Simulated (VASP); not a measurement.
Ga:

```
Ga
1.0
    -2.66095    2.66095    1.45288
     2.66095   -2.66095    1.45288
     2.66095    2.66095   -1.45288
Ga
2
Direct
  0.00000 0.00000 0.00000
  0.75000 0.25000 0.50000
```

| Item | Value |
| --- | --- |
| Program | VASP 6.6.1 |
| Task | relaxation of cell and atoms |
| Functional | BLYP |
| Potentials or basis | VASP PAW PBE potentials, release 64 (Ga_d) |
| Cutoff | 600 eV |
| k mesh | 12 × 12 × 8 |
| Occupations | fermi-dirac, width 0.1 eV |
| Spin | no spin polarisation |

At the start: pressure 2.9 GPa; volume 20.57 Å³/atom.

Question: How do energy, volume and symmetry change on relaxing?

Answer: Over 22 steps the energy falls by 30.5 meV/atom and the volume is 22.08 Å³/atom (+7.3 %); space group I4_1/amd (No. 141, to 0.1 Å) before, C2/c (No. 15, to 0.1 Å).

The path:
```
step  energy change (eV)  largest force (eV/Å)  pressure (GPa)  volume (Å³)
   1              0.0000                0.0003            2.90        41.15
   2             -0.0279                0.0059            0.94        43.40
   3             -0.0317                0.0088           -0.36        45.31
   4             -0.0322                0.0083           -0.14        44.87
   5             -0.0322                0.0081           -0.05        44.76
   6             -0.0330                0.0130           -0.01        44.73
   7             -0.0351                0.0262           -0.02        44.65
   8             -0.0367                0.0431            0.11        44.45
   9             -0.0373                0.0439            0.01        44.47
  10             -0.0393                0.0473           -0.01        44.53
  11             -0.0440                0.0586           -0.16        44.61
  12             -0.0525                0.0545           -0.24        44.67
  13             -0.0540                0.0095            0.02        44.34
  14             -0.0555                0.0210           -0.14        44.54
  15             -0.0595                0.0187           -0.13        44.33
  16             -0.0595                0.0186           -0.07        44.32
  17             -0.0600                0.0165            0.07        44.19
  18             -0.0603                0.0148            0.10        44.08
  19             -0.0605                0.0106            0.28        43.88
  20             -0.0608                0.0079            0.10        43.97
  21             -0.0609                0.0061            0.07        44.04
  22             -0.0610                0.0025           -0.05        44.17
```

Final structure:
```
Ga
1.0
    -2.73858    2.46521    1.44008
     2.46521   -2.73858    1.44008
     3.13511    3.13511   -1.98245
Ga
2
Direct
  0.99034 0.00966 0.00000
  0.75966 0.24034 0.50000
```

Caveat: a cell axis changed by over 15 % at a fixed basis, so the end point is rough; the PAW data sets were made with another functional, which shifts forces and pressure a little.
